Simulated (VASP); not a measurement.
# Ca2Ta2Sn2O11: single point with r2SCAN

The system is Ca2Ta2Sn2O11.

```
O Ca Sn Ta
1.0
     5.21691    2.58297   -2.58254
     2.60918    5.06972    2.48777
     5.24864   -2.61373    2.61524
O Ca Sn Ta
11 2 2 2
Direct
  0.38035 0.31836 0.69692
  0.69718 0.73459 0.68068
  0.92422 0.40584 0.07365
  0.59114 0.40359 0.98132
  0.65337 0.01013 0.99981
  0.25696 0.01168 0.04638
  0.07840 0.06863 0.69474
  0.79051 0.05014 0.34848
  0.22749 0.32855 0.34578
  0.48431 0.73866 0.36919
  0.11561 0.69945 0.00056
  0.77948 0.37698 0.51489
  0.10511 0.70982 0.54861
  0.44939 0.02870 0.52178
  0.60268 0.71180 0.02486
  0.92168 0.07861 0.02261
  0.29235 0.33863 0.02276
```

```yaml
Program: VASP 6.6.1
Task: single point
Functional: r2SCAN
Potentials_or_basis: VASP PAW PBE potentials, release 64 (O, Ca_sv, Sn_d, Ta_pv)
Cutoff: 520 eV
k_mesh: 2 × 2 × 2, shifted
Occupations: gaussian, width 0.1 eV
Spin: no spin polarisation
Dipole_correction: no
Further_INCAR_settings: LREAL = Auto; ALGO = Normal; EDIFF = 1e-06; NBANDS = 82; ISYM = 0
```

```json
{
  "Pressure": "1.3 GPa",
  "Largest force": "0.077 eV/Å",
  "Band gap on the k mesh": "4.21 eV (least direct gap 4.34 eV)"
}
```

Forces on the atoms (eV/Å):
```
O   -0.015  0.042 -0.029
O    0.006 -0.009 -0.003
O    0.010  0.006 -0.004
O   -0.013  0.009  0.003
O   -0.004  0.014 -0.013
O    0.000 -0.005  0.006
O   -0.014  0.015 -0.024
O    0.036 -0.041  0.013
O    0.043 -0.030  0.057
O   -0.018  0.002 -0.003
O    0.001  0.041  0.038
Ca   0.001 -0.012 -0.001
Ca  -0.014  0.007 -0.012
Sn  -0.016  0.005  0.008
Sn  -0.001 -0.018 -0.011
Ta  -0.004  0.004 -0.004
Ta   0.003 -0.029 -0.019
```

Stress tensor (GPa, compression positive):
```
 1.29 -0.01 -0.02
-0.01  1.26  0.12
-0.02  0.12  1.26
```

Levels at points of the mesh, in eV from the valence-band top:
| k point | band 65 | band 66 | band 67 | band 68 | band 69 | band 70 | band 71 | band 72 |
| --- | --- | --- | --- | --- | --- | --- | --- | --- |
| (0.25, 0.25, 0.25) | -0.52 | -0.35 | -0.25 | -0.14 | 4.21 | 4.89 | 5.14 | 5.49 |

Run time: 15 min on 1 thread of Intel Xeon 8259CL, on a shared host, peak memory 0.37 GiB.

Caveat: the k points lie up to 0.60 Å⁻¹ apart; the PAW data sets were made with another functional, which shifts forces and pressure a little; spin-orbit coupling is left out, which moves the levels of the heavy elements; a shifted mesh leaves out Γ, where band edges can lie. A k mesh can miss the band edges.
